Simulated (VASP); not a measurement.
# CdSe (Fm-3m) in VASP: a series of runs

The runs below take CdSe through single point, with PBEsol.

Program: VASP 6.6.1. These are calculated values, not measurements. Logs are shortened: lines on timing, memory, paths and dates and some standing lists are left out, and cuts for length are marked.

**1. The cell of the first run**

It takes space group Fm-3m (No. 225, cubic). The conventional cell has a = 5.709 Å, b = 5.709 Å, c = 5.709 Å, α = 90.00°, β = 90.00°, γ = 90.00°. Cd (site symmetry m-3m) has 6 Se at 2.85 Å within 3.8 Å. Within 3.8 Å of Se (site symmetry m-3m) lie 6 Cd at 2.85 Å.

**2. Single point, PBEsol**

Input file INCAR:

```
SYSTEM = CdSe
PREC = Accurate
ENCUT = 500
EDIFF = 1E-6
ISMEAR = -1
SIGMA = 0.05
LREAL = .FALSE.
LASPH = .TRUE.
NELM = 120
ALGO = Normal
ISIF = 2
LWAVE = .FALSE.
LCHARG = .FALSE.
GGA = PS
NBANDS = 16
GGA_COMPAT = .FALSE.
```

Input file KPOINTS:

```
regular mesh
0
G
  6 6 6
  0 0 0
```

Input file POSCAR:

```
CdSe
1.0
    0.0000000000      2.8546691101      2.8546691101
    2.8546691101      0.0000000000      2.8546691101
    2.8546691101      2.8546691101      0.0000000000
Cd Se
1 1
Direct
    0.0000000000      0.0000000000      0.0000000000
    0.5000000000      0.5000000000      0.5000000000
```

Potentials or basis: VASP PAW PBE potentials, release 64 (Cd, Se).

Run with:

```sh
> cat potpaw_PBE.64/Cd/POTCAR potpaw_PBE.64/Se/POTCAR > POTCAR
> mpirun -np 1 vasp_std > vasp.out
```

OUTCAR:

```text
SYSTEM = CdSe
   PREC = Accurate
   ENCUT = 500
   EDIFF = 1E-6
   ISMEAR = -1
   LREAL = .FALSE.
   LASPH = .TRUE.
   NELM = 120
   ISIF = 2
   GGA = PS

 ion  position               nearest neighbor table
   1  0.000  0.000  0.000-   2 2.85   2 2.85   2 2.85   2 2.85   2 2.85   2 2.85
   2  0.500  0.500  0.500-   1 2.85   1 2.85   1 2.85   1 2.85   1 2.85   1 2.85

  LATTYP: Found a face centered cubic cell.
 ALAT       =     5.7093382202

  Lattice vectors:

 A1 = (   0.0000000000,   2.8546691101,   2.8546691101)
 A2 = (   2.8546691101,   0.0000000000,   2.8546691101)
 A3 = (   2.8546691101,   2.8546691101,   0.0000000000)

Analysis of symmetry for initial positions (statically):
=====================================================================
 Subroutine PRICEL returns:
 Original cell was already a primitive cell.

 Routine SETGRP: Setting up the symmetry group for a
 face centered cubic supercell.

 Subroutine GETGRP returns: Found 48 space group operations
 (whereof 48 operations were pure point group operations)
 out of a pool of 48 trial point group operations.

The static configuration has the point symmetry O_h .

Analysis of symmetry for dynamics (positions and initial velocities):
=====================================================================
 Subroutine PRICEL returns:
 Original cell was already a primitive cell.

 Routine SETGRP: Setting up the symmetry group for a
 face centered cubic supercell.

 Subroutine GETGRP returns: Found 48 space group operations
 (whereof 48 operations were pure point group operations)
 out of a pool of 48 trial point group operations.

The dynamic configuration has the point symmetry O_h .

 Subroutine INISYM returns: Found 48 space group operations
 (whereof 48 operations are pure point group operations),
 and found     1 'primitive' translations

----------------------------------------------------------------------------------------

                                     Primitive cell

  volume of cell :      46.5262

  direct lattice vectors                    reciprocal lattice vectors
     0.000000000  2.854669110  2.854669110    -0.175151648  0.175151648  0.175151648
     2.854669110  0.000000000  2.854669110     0.175151648 -0.175151648  0.175151648
     2.854669110  2.854669110  0.000000000     0.175151648  0.175151648 -0.175151648

  length of vectors
     4.037111772  4.037111772  4.037111772     0.303371554  0.303371554  0.303371554

  position of ions in fractional coordinates (direct lattice)
     0.000000000  0.000000000  0.000000000
     0.500000000  0.500000000  0.500000000

  ion indices of the primitive-cell ions
   primitive index   ion index
                 1           1
                 2           2

----------------------------------------------------------------------------------------

 KPOINTS: regular mesh

Automatic generation of k-mesh.
 Grid dimensions read from file:
 generate k-points for:    6    6    6

 Generating k-lattice:

  Cartesian coordinates                     Fractional coordinates (reciprocal lattice)
    -0.029191941  0.029191941  0.029191941     0.166666667  0.000000000  0.000000000
     0.029191941 -0.029191941  0.029191941     0.000000000  0.166666667  0.000000000
     0.029191941  0.029191941 -0.029191941     0.000000000  0.000000000  0.166666667

  Length of vectors
     0.050561926  0.050561926  0.050561926

  Shift w.r.t. Gamma in fractional coordinates (k-lattice)
     0.000000000  0.000000000  0.000000000

 Subroutine IBZKPT returns following result:
 ===========================================

 Found     16 irreducible k-points:

 Following reciprocal coordinates:
            Coordinates               Weight
  0.000000  0.000000  0.000000      1.000000
  0.166667  0.000000  0.000000      8.000000
  0.333333  0.000000  0.000000      8.000000
  0.500000  0.000000  0.000000      4.000000
  0.166667  0.166667  0.000000      6.000000
  0.333333  0.166667  0.000000     24.000000
[... 8 lines left out ...]
 -0.333333  0.333333  0.166667     24.000000
 -0.333333  0.500000  0.166667     12.000000
   k-points           NKPTS =     16   k-points in BZ     NKDIM =     16   number of bands    NBANDS=     16
   number of dos      NEDOS =    301   number of ions     NIONS =      2
   total plane-waves  NPLWV =  27000
   dimension x,y,z NGX =    30 NGY =   30 NGZ =   30
   dimension x,y,z NGXF=    60 NGYF=   60 NGZF=   60
   ions per type =               1   1
   NGX,Y,Z   is equivalent  to a cutoff of  12.35, 12.35, 12.35 a.u.
   NGXF,Y,Z  is equivalent  to a cutoff of  24.71, 24.71, 24.71 a.u.
 SYSTEM =  CdSe
   PREC   = accura    normal or accurate (medium, high low for compatibility)
   ISTART =      0    job   : 0-new  1-cont  2-samecut
   ICHARG =      2    charge: 1-file 2-atom 10-const
   ISPIN  =      1    spin polarized calculation?
   LNONCOLLINEAR =      F non collinear calculations
   LSORBIT =      F    spin-orbit coupling
   LASPH  =      T    aspherical Exc in radial PAW
   ENCUT  =  500.0 eV  36.75 Ry    6.06 a.u.   7.36  7.36  7.36*2*pi/ulx,y,z
   NELM   =    120;   NELMIN=  2; NELMDL= -5     # of ELM steps
   EDIFF  = 0.1E-05   stopping-criterion for ELM
   LREAL  =      F    real-space projection
   EDIFFG = 0.1E-04   stopping-criterion for IOM
   NSW    =      0    number of steps for IOM
   IBRION =     -1    ionic relax: 0-MD 1-quasi-New 2-CG
   NFREE  =      0    steps in history (QN), initial steepest desc. (CG)
   ISIF   =      2    stress and relaxation
   ISYM   =      2    0-nonsym 1-usesym 2-fastsym
   POTIM  = 0.5000    time-step for ionic-motion
   TEBEG  =    0.0;   TEEND  =   0.0 temperature during run
   PSTRESS=    0.0 pullay stress
   NELECT =      18.0000    total number of electrons
   NUPDOWN=      -1.0000    fix difference up-down
   EMIN   =  10.00;   EMAX   =-10.00  energy-range for DOS
   EFERMI =   0.00;   METHOD = LEGACY
   ISMEAR =    -1;   SIGMA  =   0.05  broadening in eV -4-tet -1-fermi 0-gaus
   EFERMI_NEDOS =   21; number of points for ismear=-14 and -15
   IALGO  =     38    algorithm
   IMIX   =      4    mixing-type and parameters
     AMIX     =   0.40;   BMIX     =  1.00
     AMIX_MAG =   1.60;   BMIX_MAG =  1.00
  volume/ion in A,a.u.               =      23.26       156.99
  Fermi-wavevector in a.u.,A,eV,Ry     =   1.192889  2.254233 19.360862  1.422983
  Thomas-Fermi vector in A             =   2.328916
   LORBIT       =      0    0 simple, 1 ext, 2 COOP (PROOUT), +10 PAW based schemes
   GGA     = PS    functional components
   LHFCALC =     F    Hartree Fock is set to
   AEXX    =    0.0000 exact exchange contribution
   IVDW    =     0    specifies the selected vdW correction
   LEPSILON=     F    determine dielectric tensor
   LRPA    =     F    only Hartree local field effects (RPA)
 non-spin polarized calculation
  energy-cutoff  :      500.00
  volume of cell :       46.53
 maximum number of plane-waves:      1243
 NGX is ok and might be reduce to    30
   NGX = 15   NGY = 15   NGZ = 15

 number of electron      18.0000003 magnetization

 Free energy of the ion-electron system (eV)
  ---------------------------------------------------
  ext. energy  EPLUGINS =         0.00000000
  ---------------------------------------------------
  free energy    TOTEN  =        -5.97617450 eV

  energy without entropy =       -5.97072561  energy(sigma->0) =       -5.97345006

 E-fermi :   2.3565     XC(G=0): -10.2842

 val. band max:        2.3560722838   @ k =   0.0000   0.0000   0.0000
 cond. band min:       3.2010303405   @ k =   0.5000   0.3333   0.0000
 fundamental gap:      0.8449580567
 Fermi energy:         2.3565355452

 k-point     1 :       0.0000    0.0000    0.0000
  band No.  band energies     occupation
      1     -10.7293      2.00000
      2      -5.6007      2.00000
      3      -5.6007      2.00000
      4      -5.5821      2.00000
      5      -5.5821      2.00000
      6      -5.5821      2.00000
[... 8 lines left out ...]
     15      12.0821      0.00000
     16      12.0841      0.00000

 k-point     2 :       0.1667    0.0000    0.0000
  band No.  band energies     occupation
      1     -10.5269      2.00000
      2      -5.6602      2.00000
      3      -5.6602      2.00000
      4      -5.6016      2.00000
      5      -5.5472      2.00000
      6      -5.5472      2.00000
[... 8 lines left out ...]
     15      11.8465      0.00000
     16      11.8465      0.00000

 k-point     3 :       0.3333    0.0000    0.0000
  band No.  band energies     occupation
      1     -10.0539      2.00000
      2      -5.7790      2.00000
      3      -5.7790      2.00000
      4      -5.6784      2.00000
      5      -5.4719      2.00000
      6      -5.4719      2.00000
[... 8 lines left out ...]
     15      13.4092      0.00000
     16      13.4092      0.00000

 k-point     4 :       0.5000    0.0000    0.0000
  band No.  band energies     occupation
      1      -9.7667      2.00000
      2      -5.8364      2.00000
      3      -5.8364      2.00000
      4      -5.7565      2.00000
      5      -5.4336      2.00000
      6      -5.4336      2.00000
[... 8 lines left out ...]
     15      15.1950      0.00000
     16      15.1950      0.00000

 k-point     5 :       0.1667    0.1667    0.0000
  band No.  band energies     occupation
      1     -10.4763      2.00000
      2      -5.7091      2.00000
      3      -5.6110      2.00000
      4      -5.5802      2.00000
      5      -5.5437      2.00000
      6      -5.5437      2.00000
[... 8 lines left out ...]
     15      14.0595      0.00000
     16      14.0595      0.00000

 k-point     6 :       0.3333    0.1667    0.0000
  band No.  band energies     occupation
      1     -10.1366      2.00000
      2      -5.7343      2.00000
      3      -5.6510      2.00000
      4      -5.6374      2.00000
      5      -5.4911      2.00000
      6      -5.4627      2.00000
[... 8 lines left out ...]
     15      14.2334      0.00000
     16      14.5746      0.00000

 k-point     7 :       0.5000    0.1667    0.0000
  band No.  band energies     occupation
      1      -9.8064      2.00000
      2      -5.7612      2.00000
      3      -5.6915      2.00000
      4      -5.6809      2.00000
      5      -5.4256      2.00000
      6      -5.4239      2.00000
[... 8 lines left out ...]
     15      15.2703      0.00000
     16      15.4261      0.00000

 k-point     8 :      -0.3333    0.1667    0.0000
  band No.  band energies     occupation
      1      -9.8703      2.00000
      2      -5.8044      2.00000
      3      -5.7443      2.00000
      4      -5.6266      2.00000
      5      -5.4622      2.00000
      6      -5.4093      2.00000
[... 8 lines left out ...]
     15      13.5572      0.00000
     16      15.3431      0.00000

 k-point     9 :      -0.1667    0.1667    0.0000
  band No.  band energies     occupation
      1     -10.2492      2.00000
      2      -5.7528      2.00000
      3      -5.6998      2.00000
      4      -5.6097      2.00000
      5      -5.5258      2.00000
      6      -5.4718      2.00000
[... 8 lines left out ...]
     15      13.4322      0.00000
     16      14.0875      0.00000

 k-point    10 :       0.3333    0.3333    0.0000
  band No.  band energies     occupation
      1     -10.0461      2.00000
      2      -5.6689      2.00000
      3      -5.5390      2.00000
      4      -5.4905      2.00000
      5      -5.4434      2.00000
      6      -5.4434      2.00000
[... 8 lines left out ...]
     15      15.5115      0.00000
     16      17.1438      0.00000

 k-point    11 :       0.5000    0.3333    0.0000
  band No.  band energies     occupation
      1      -9.8753      2.00000
      2      -5.6708      2.00000
      3      -5.6000      2.00000
      4      -5.4551      2.00000
      5      -5.3998      2.00000
      6      -5.1597      2.00000
[... 8 lines left out ...]
     15      16.1733      0.00000
     16      17.1213      0.00000

 k-point    12 :      -0.3333    0.3333    0.0000
  band No.  band energies     occupation
      1      -9.7826      2.00000
      2      -5.7224      2.00000
      3      -5.6645      2.00000
      4      -5.5281      2.00000
      5      -5.4242      2.00000
      6      -5.2239      2.00000
[... 8 lines left out ...]
     15      13.9459      0.00000
     16      16.5769      0.00000

 k-point    13 :       0.5000    0.5000    0.0000
  band No.  band energies     occupation
      1      -9.9055      2.00000
      2      -5.6979      2.00000
      3      -5.5183      2.00000
      4      -5.3791      2.00000
      5      -5.3791      2.00000
      6      -4.8756      2.00000
[... 8 lines left out ...]
     15      16.7401      0.00000
     16      17.2489      0.00000

 k-point    14 :       0.5000    0.3333    0.1667
  band No.  band energies     occupation
      1      -9.9032      2.00000
      2      -5.7003      2.00000
      3      -5.6295      2.00000
      4      -5.6154      2.00000
      5      -5.4415      2.00000
      6      -5.3546      2.00000
[... 8 lines left out ...]
     15      15.5763      0.00000
     16      16.1624      0.00000

 k-point    15 :      -0.3333    0.3333    0.1667
  band No.  band energies     occupation
      1      -9.7825      2.00000
      2      -5.7427      2.00000
      3      -5.6021      2.00000
      4      -5.5825      2.00000
      5      -5.4071      2.00000
      6      -5.2265      2.00000
[... 8 lines left out ...]
     15      13.9421      0.00000
     16      16.6882      0.00000

 k-point    16 :      -0.3333    0.5000    0.1667
  band No.  band energies     occupation
      1      -9.8184      2.00000
      2      -5.6532      2.00000
      3      -5.6437      2.00000
      4      -5.4895      2.00000
      5      -5.3791      2.00000
      6      -4.9928      2.00000
[... 8 lines left out ...]
     15      15.3221      0.00000
     16      17.2539      0.00000

------------------------ aborting loop because EDIFF is reached ----------------------------------------

  FORCE on cell =-STRESS in cart. coord.  units (eV):
  Direction    XX          YY          ZZ          XY          YZ          ZX
  --------------------------------------------------------------------------------------
  -------------------------------------------------------------------------------------
  Total       -0.6659930     -0.6659930     -0.6659930      0.0000000     -0.0000000      0.0000000
  in kB      -22.9341656    -22.9341656    -22.9341656      0.0000000     -0.0000000      0.0000000
  external PRESSURE =     -22.9341656 kB  Pullay stress =       0.0000000 kB

 VOLUME and BASIS-vectors are now :
 -----------------------------------------------------------------------------
  energy-cutoff  :      500.00
  volume of cell :       46.53
      direct lattice vectors                 reciprocal lattice vectors
     0.000000000  2.854669110  2.854669110    -0.175151648  0.175151648  0.175151648
     2.854669110  0.000000000  2.854669110     0.175151648 -0.175151648  0.175151648
     2.854669110  2.854669110  0.000000000     0.175151648  0.175151648 -0.175151648

 POSITION                                       TOTAL-FORCE (eV/Angst)
 -----------------------------------------------------------------------------------
      0.00000      0.00000      0.00000         0.000000      0.000000      0.000000
      2.85467      2.85467      2.85467         0.000000      0.000000     -0.000000
 -----------------------------------------------------------------------------------
    total drift:                               -0.000000      0.000000      0.000000

  FREE ENERGIE OF THE ION-ELECTRON SYSTEM (eV)
  ---------------------------------------------------
  free  energy   TOTEN  =        -5.9761745029 eV

  energy  without entropy=       -5.9707256110  energy(sigma->0) =       -5.97345006
```

Wall time 12 s (1 thread of Intel Xeon Platinum 8259CL at 2.50GHz (Skylake/Cascade Lake), shared host); peak memory 0.16 GiB.

What came out:

```
Free energy            : -5.9762 eV
Pressure               : -2.3 GPa
Band gap on the k mesh : zero (band 9 reaches 2.27 eV, above the bottom of band 10 at 1.77 eV)
```

Caveat: the PAW data sets were made with another functional, which shifts forces and pressure a little.

**3. Single point, PBEsol**

This run uses another cell than the first one, of 23.98 Å³/atom, 1.031 times its volume.

Input file INCAR:

```
SYSTEM = CdSe
ALGO = Normal
EDIFF = 1E-6
ENCUT = 500
GGA = PS
GGA_COMPAT = .FALSE.
ISIF = 2
ISMEAR = -1
LASPH = .TRUE.
LCHARG = .FALSE.
LREAL = .FALSE.
LWAVE = .FALSE.
NBANDS = 16
NELM = 120
PREC = Accurate
SIGMA = 0.05
```

Input file KPOINTS:

```
k-points
0
G
  6 6 6
  0 0 0
```

Input file POSCAR:

```
CdSe
1.0
    0.0000000000      2.8835061034      2.8835061034
    2.8835061034      0.0000000000      2.8835061034
    2.8835061034      2.8835061034      0.0000000000
Cd Se
1 1
Direct
    0.0000000000      0.0000000000      0.0000000000
    0.5000000000      0.5000000000      0.5000000000
```

Potentials or basis: VASP PAW PBE potentials, release 64 (Cd, Se).

Run with:

```sh
> cat potpaw_PBE.64/Cd/POTCAR potpaw_PBE.64/Se/POTCAR > POTCAR
> mpirun -np 1 vasp_std > vasp.out
```

Run time: 12 s. Hardware: 1 thread of Intel Xeon Platinum 8259CL at 2.50GHz (Skylake/Cascade Lake), shared host; peak memory 0.17 GiB.

Results (log left out):

| Property | Result |
| --- | --- |
| Free energy | -5.9484 eV |
| Pressure | -3.9 GPa |
| Band gap on the k mesh | zero (band 9 reaches 2.00 eV, above the bottom of band 10 at 1.51 eV) |

Levels at points of the mesh, in eV from the Fermi level:
```
           k point  band 7  band 8  band 9  band 10  band 11  band 12
(0.00, 0.00, 0.00)   -0.64   -0.64   -0.64    -0.11     8.53     8.53
(0.50, 0.00, 0.00)   -4.96   -0.09   -0.09     2.86     5.15     5.15
(0.50, 0.50, 0.00)   -4.11   -2.07   -2.07    -0.57     5.33     9.49
```

Caveat: the PAW data sets were made with another functional, which shifts forces and pressure a little.

(Continued in part 2 of 2.)
